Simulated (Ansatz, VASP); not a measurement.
**One calculation of Mo, two programs**

```
Mo
1.0
     1.50062    0.86638    4.14196
    -1.50062    0.86638    4.14196
     0.00000   -1.73276    4.14196
Mo
2
Cartesian
  0.0000 0.0000 3.1063
  0.0000 0.0000 9.3196
```

Alike in both runs: functional PBE; k mesh 6 × 6 × 6; occupations gaussian, width 0.1 eV; no spin polarisation.

Ansatz relaxed the structure, and its values are those at the end. VASP's run is a single point on that final structure, the one shown.

|  | VASP | Ansatz |
| --- | --- | --- |
| version | VASP 6.6.1 | Ansatz 0.2.0 |
| potentials or method | VASP PAW PBE potentials, release 64 (Mo_sv), cutoff 500 eV | scalar-relativistic, plane waves, PAW |
| valence electrons in the cell | 28 | 28 |

```tsv
	VASP	Ansatz	Ansatz less VASP
gap on the k mesh at the Fermi level (eV)	none	none	-
pressure (GPa)	0.5	0.0	-0.49
```

A gap of «none» marks a metal or a gap that the smearing closes. The functional is the same, so the differences come from potentials, cutoffs and numerics.

The k mesh is coarse, so the values compare programs but aren't converged.
